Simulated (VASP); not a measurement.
# C (C2/m) in VASP: a series of runs

C is run at these levels: PBEsol; tasks: single point.

Program: VASP 6.6.1. These are calculated values, not measurements. Logs are shortened: lines on timing, memory, paths and dates and some standing lists are left out, and cuts for length are marked.

## (1) The cell of the first run

Symmetry: C2/m, No. 12, monoclinic system. Conventional cell: a = 2.456 Å, b = 6.696 Å, c = 2.456 Å, α = 90.00°, β = 120.00°, γ = 90.00°. Within 1.5 Å of C (site symmetry m) lie 2 C at 1.08 to 1.39 Å.

## (2) Single point, PBEsol (atom 1 (C) moved by (-0.600, +0.000) A along [1 1 0] and z)

INCAR

```
PREC = Accurate
ENCUT = 520
EDIFF = 1E-6
ISMEAR = 0
SIGMA = 0.05
LREAL = F
LASPH = T
NELM = 80
ALGO = Normal
ISIF = 2
LWAVE = F
LCHARG = F
GGA = PS
NBANDS = 11
```

KPOINTS

```
regular mesh
0
Gamma
  14 14 14
```

POSCAR

```
C
1.0
    0.0000000000      2.1270000000      3.3480000000
    1.2280000000      0.0000000000      3.3480000000
    1.2280000000      2.1270000000      0.0000000000
C
2
Direct
    0.2396829829      0.7603170171     -0.1058089297
    0.8333300000      0.1666700000      0.8333300000
```

Potentials or basis: VASP PAW PBE potentials, release 64 (C).

Started as:

```console
$ cat potpaw_PBE.64/C/POTCAR > POTCAR
$ mpirun -np 1 vasp_std > vasp.out
```

OUTCAR:

```text
PREC = Accurate
   ENCUT = 520
   EDIFF = 1E-6
   ISMEAR = 0
   LREAL = F
   LASPH = T
   NELM = 80
   ISIF = 2
   GGA = PS

 ion  position               nearest neighbor table
   1  0.240  0.760  0.894-   2 1.08   2 1.39   2 2.00
   2  0.833  0.167  0.833-   1 1.08   1 1.39   1 2.00

  LATTYP: Found a face centered orthorhombic cell.
 ALAT       =     2.4560000000
 B/A-ratio  =     1.7320846906
 C/A-ratio  =     2.7263843648

  Lattice vectors:

 A1 = (   0.0000000000,   2.1270000000,   3.3480000000)
 A2 = (   1.2280000000,   0.0000000000,   3.3480000000)
 A3 = (   1.2280000000,   2.1270000000,   0.0000000000)

Analysis of symmetry for initial positions (statically):
=====================================================================
 Subroutine PRICEL returns:
 Original cell was already a primitive cell.

 Routine SETGRP: Setting up the symmetry group for a
 face centered orthorhombic supercell.

 Subroutine GETGRP returns: Found  4 space group operations
 (whereof  2 operations were pure point group operations)
 out of a pool of  8 trial point group operations.

The static configuration has the point symmetry C_1h.
 The point group associated with its full space group is C_2h.

Analysis of symmetry for dynamics (positions and initial velocities):
=====================================================================
 Subroutine PRICEL returns:
 Original cell was already a primitive cell.

 Routine SETGRP: Setting up the symmetry group for a
 face centered orthorhombic supercell.

 Subroutine GETGRP returns: Found  4 space group operations
 (whereof  2 operations were pure point group operations)
 out of a pool of  8 trial point group operations.

The dynamic configuration has the point symmetry C_1h.
 The point group associated with its full space group is C_2h.

 Subroutine INISYM returns: Found  4 space group operations
 (whereof  2 operations are pure point group operations),
 and found     1 'primitive' translations

----------------------------------------------------------------------------------------

                                     Primitive cell

  volume of cell :      17.4897

  direct lattice vectors                    reciprocal lattice vectors
     0.000000000  2.127000000  3.348000000    -0.407166124  0.235072873  0.149342891
     1.228000000  0.000000000  3.348000000     0.407166124 -0.235072873  0.149342891
     1.228000000  2.127000000  0.000000000     0.407166124  0.235072873 -0.149342891

  length of vectors
     3.966513961  3.566102635  2.456036034     0.493301943  0.493301943  0.493301943

  position of ions in fractional coordinates (direct lattice)
     0.239682983  0.760317017  0.894191070
     0.833330000  0.166670000  0.833330000

  ion indices of the primitive-cell ions
   primitive index   ion index
                 1           1
                 2           2

----------------------------------------------------------------------------------------

 KPOINTS: regular mesh

Automatic generation of k-mesh.
 Grid dimensions read from file:
 generate k-points for:   14   14   14

 Generating k-lattice:

  Cartesian coordinates                     Fractional coordinates (reciprocal lattice)
    -0.029083295  0.016790919  0.010667349     0.071428571  0.000000000  0.000000000
     0.029083295 -0.016790919  0.010667349     0.000000000  0.071428571  0.000000000
     0.029083295  0.016790919 -0.010667349     0.000000000  0.000000000  0.071428571

  Length of vectors
     0.035235853  0.035235853  0.035235853

  Shift w.r.t. Gamma in fractional coordinates (k-lattice)
     0.000000000  0.000000000  0.000000000

 Subroutine IBZKPT returns following result:
 ===========================================

 Found    744 irreducible k-points:

 Following reciprocal coordinates:
            Coordinates               Weight
  0.000000  0.000000  0.000000      1.000000
  0.071429  0.000000  0.000000      4.000000
 -0.071429 -0.071429 -0.071429      4.000000
  0.142857  0.000000  0.000000      4.000000
 -0.142857 -0.142857 -0.142857      4.000000
  0.214286  0.000000  0.000000      4.000000
[... 16 lines left out ...]
  0.357143  0.071429 -0.000000      4.000000
 -0.357143 -0.357143 -0.285714      4.000000
 [... further k-points ...]
   k-points           NKPTS =    744   k-points in BZ     NKDIM =    744   number of bands    NBANDS=     11
   number of dos      NEDOS =    301   number of ions     NIONS =      2
   total plane-waves  NPLWV =  15120
   dimension x,y,z NGX =    30 NGY =   28 NGZ =   18
   dimension x,y,z NGXF=    60 NGYF=   56 NGZF=   36
   ions per type =               2
   NGX,Y,Z   is equivalent  to a cutoff of  12.57, 13.05, 12.18 a.u.
   NGXF,Y,Z  is equivalent  to a cutoff of  25.15, 26.11, 24.37 a.u.
 SYSTEM =  unknown system
   PREC   = accura    normal or accurate (medium, high low for compatibility)
   ISTART =      0    job   : 0-new  1-cont  2-samecut
   ICHARG =      2    charge: 1-file 2-atom 10-const
   ISPIN  =      1    spin polarized calculation?
   LNONCOLLINEAR =      F non collinear calculations
   LSORBIT =      F    spin-orbit coupling
   LASPH  =      T    aspherical Exc in radial PAW
   ENCUT  =  520.0 eV  38.22 Ry    6.18 a.u.   7.38  6.63  4.57*2*pi/ulx,y,z
   NELM   =     80;   NELMIN=  2; NELMDL= -5     # of ELM steps
   EDIFF  = 0.1E-05   stopping-criterion for ELM
   LREAL  =      F    real-space projection
   EDIFFG = 0.1E-04   stopping-criterion for IOM
   NSW    =      0    number of steps for IOM
   IBRION =     -1    ionic relax: 0-MD 1-quasi-New 2-CG
   NFREE  =      0    steps in history (QN), initial steepest desc. (CG)
   ISIF   =      2    stress and relaxation
   ISYM   =      2    0-nonsym 1-usesym 2-fastsym
   POTIM  = 0.5000    time-step for ionic-motion
   TEBEG  =    0.0;   TEEND  =   0.0 temperature during run
   PSTRESS=    0.0 pullay stress
   NELECT =       8.0000    total number of electrons
   NUPDOWN=      -1.0000    fix difference up-down
   EMIN   =  10.00;   EMAX   =-10.00  energy-range for DOS
   EFERMI =   0.00;   METHOD = LEGACY
   ISMEAR =     0;   SIGMA  =   0.05  broadening in eV -4-tet -1-fermi 0-gaus
   EFERMI_NEDOS =   21; number of points for ismear=-14 and -15
   IALGO  =     38    algorithm
   IMIX   =      4    mixing-type and parameters
     AMIX     =   0.40;   BMIX     =  1.00
     AMIX_MAG =   1.60;   BMIX_MAG =  1.00
  volume/ion in A,a.u.               =       8.74        59.01
  Fermi-wavevector in a.u.,A,eV,Ry     =   1.261376  2.383654 21.647797  1.591068
  Thomas-Fermi vector in A             =   2.394838
   LORBIT       =      0    0 simple, 1 ext, 2 COOP (PROOUT), +10 PAW based schemes
   GGA     = PS    functional components
   LHFCALC =     F    Hartree Fock is set to
   AEXX    =    0.0000 exact exchange contribution
   IVDW    =     0    specifies the selected vdW correction
   LEPSILON=     F    determine dielectric tensor
   LRPA    =     F    only Hartree local field effects (RPA)
 non-spin polarized calculation
 Gauss-broadening in eV      SIGMA  =   0.05
  energy-cutoff  :      520.00
  volume of cell :       17.49
 maximum number of plane-waves:       499
 NGX is ok and might be reduce to    30
   NGX = 15   NGY = 13   NGZ =  9

 number of electron       8.0000000 magnetization

 Free energy of the ion-electron system (eV)
  ---------------------------------------------------
  ext. energy  EPLUGINS =         0.00000000
  ---------------------------------------------------
  free energy    TOTEN  =       -14.05326112 eV

  energy without entropy =      -14.05305114  energy(sigma->0) =      -14.05315613

 E-fermi :   4.7635     XC(G=0): -10.4180

 val. band max:        4.7532706684   @ k =  -0.0714   0.3571   0.4286
 cond. band min:       4.8628684468   @ k =  -0.2143   0.2857   0.5000
 fundamental gap:      0.1095977784
 Fermi energy:         4.7635174008

 k-point     1 :       0.0000    0.0000    0.0000
  band No.  band energies     occupation
      1     -15.0728      2.00000
      2      -4.4544      2.00000
      3      -2.6140      2.00000
      4       4.7280      1.68437
      5       8.6325      0.00000
      6      12.5418      0.00000
      7      16.7263      0.00000
      8      17.9321      0.00000
      9      23.5059      0.00000
     10      23.7207      0.00000
     11      27.0180      0.00000

 k-point     2 :       0.0714    0.0000    0.0000
  band No.  band energies     occupation
      1     -14.9585      2.00000
      2      -4.5648      2.00000
      3      -2.5012      2.00000
      4       4.6992      1.93095
      5       8.8125      0.00000
      6      11.6646      0.00000
      7      17.0129      0.00000
      8      17.1871      0.00000
      9      23.4634      0.00000
     10      25.0529      0.00000
     11      26.7944      0.00000

 k-point     3 :      -0.0714   -0.0714   -0.0714
  band No.  band energies     occupation
      1     -14.9468      2.00000
      2      -4.5248      2.00000
      3      -2.5393      2.00000
      4       4.0867      2.00000
      5       8.8431      0.00000
      6      12.5241      0.00000
      7      16.9738      0.00000
      8      17.7973      0.00000
      9      23.3385      0.00000
     10      24.9239      0.00000
     11      25.7489      0.00000

 k-point     4 :       0.1429    0.0000    0.0000
  band No.  band energies     occupation
      1     -14.6193      2.00000
      2      -4.8989      2.00000
      3      -2.1619      2.00000
      4       4.6185      1.99996
      5       9.1370      0.00000
      6      10.0940      0.00000
      7      15.3551      0.00000
      8      17.5109      0.00000
      9      24.1121      0.00000
     10      26.2110      0.00000
     11      27.6918      0.00000
[... 239 lines left out ...]
 k-point    22 :      -0.2857   -0.2857   -0.2143
  band No.  band energies     occupation
      1     -13.9114      2.00000
      2      -4.9872      2.00000
      3      -2.2699      2.00000
      4       0.4363      2.00000
      5      11.0507      0.00000
      6      12.0949      0.00000
      7      16.8539      0.00000
      8      18.6081      0.00000
      9      20.9278      0.00000
     10      25.4190      0.00000
     11      27.7615      0.00000

 k-point    23 :       0.3571    0.0714   -0.0000
  band No.  band energies     occupation
      1     -13.2684      2.00000
      2      -6.2548      2.00000
      3      -1.1529      2.00000
      4       4.3485      2.00000
      5       6.2166      0.00000
      6      10.6355      0.00000
      7      12.8978      0.00000
      8      18.5310      0.00000
      9      24.3105      0.00000
     10      25.8973      0.00000
     11      27.1426      0.00000

 k-point    24 :      -0.3571   -0.3571   -0.2857
  band No.  band energies     occupation
      1     -13.0785      2.00000
      2      -5.2837      2.00000
      3      -1.8399      2.00000
      4      -1.6438      2.00000
      5      11.6560      0.00000
      6      12.1528      0.00000
      7      16.2463      0.00000
      8      19.2414      0.00000
      9      19.6175      0.00000
     10      26.4052      0.00000
     11      27.1033      0.00000

 [... further k-points ...]
[... 5 lines left out ...]
  --------------------------------------------------------------------------------------
  -------------------------------------------------------------------------------------
  Total       10.4582325     21.5718316      0.0810307     -3.7272747      0.0000000      0.0000000
  in kB      958.0486766   1976.1335987      7.4229941   -341.4449446      0.0000000      0.0000000
  external PRESSURE =     980.5350898 kB  Pullay stress =       0.0000000 kB

 VOLUME and BASIS-vectors are now :
 -----------------------------------------------------------------------------
  energy-cutoff  :      520.00
  volume of cell :       17.49
      direct lattice vectors                 reciprocal lattice vectors
     0.000000000  2.127000000  3.348000000    -0.407166124  0.235072873  0.149342891
     1.228000000  0.000000000  3.348000000     0.407166124 -0.235072873  0.149342891
     1.228000000  2.127000000  0.000000000     0.407166124  0.235072873 -0.149342891

 POSITION                                       TOTAL-FORCE (eV/Angst)
 -----------------------------------------------------------------------------------
      2.03174      2.41175      3.34800        -8.051174     21.649313      0.000000
      1.22800      3.54499      3.34800         8.051174    -21.649313      0.000000
 -----------------------------------------------------------------------------------
    total drift:                               -0.000001      0.000000      0.000005

  FREE ENERGIE OF THE ION-ELECTRON SYSTEM (eV)
  ---------------------------------------------------
  free  energy   TOTEN  =       -14.0532611238 eV

  energy  without entropy=      -14.0530511416  energy(sigma->0) =      -14.05315613
```

Run time: 100 s. Hardware: 1 thread of AMD EPYC 9R45 (Zen 5), shared host; peak memory 0.19 GiB.

What came out:

| Quantity | Value |
| --- | --- |
| Free energy | -14.0533 eV |
| Pressure | 98.1 GPa |
| Largest force | 23.098 eV/Å |
| Band gap on the k mesh | zero (bands 4 and 5 overlap by 0.91 eV) |

Forces in eV/Å, atoms in the order of the input:
```
C    -8.051  21.649   0.000
C     8.051 -21.649   0.000
```

Levels at points of the mesh, in eV from the Fermi level:
```tsv
k point	band 1	band 2	band 3	band 4	band 5	band 6	band 7	band 8	band 9
(0.00, 0.00, 0.00)	-19.84	-9.22	-7.38	-0.04	3.87	7.78	11.96	13.17	18.74
(0.50, 0.00, 0.00)	-15.70	-13.55	-2.92	-0.89	-0.39	0.97	11.98	12.75	17.18
(0.50, 0.50, 0.50)	-15.42	-11.15	-10.09	-5.25	6.44	6.98	11.51	13.53	16.40
(0.50, 0.50, 0.00)	-19.53	-9.22	-9.19	-0.08	7.71	9.30	11.92	13.16	17.76
(0.50, 0.00, 0.50)	-15.87	-13.63	-2.94	-1.89	1.32	3.09	9.41	11.24	17.67
(0.00, 0.50, 0.50)	-15.72	-13.42	-3.04	-3.00	-0.54	3.06	13.35	14.36	16.61
```

Caveat: the cell differs from its parent crystal (atom 1 (C) moved by (-0.600, +0.000) A along [1 1 0] and z); the stress differs along the axes, from 1 to 198 GPa; the PAW data sets were made with another functional, which shifts forces and pressure a little.

(Continued in part 2 of 2.)

The gap in the log of VASP goes by the Fermi energy; the results here count the filled bands.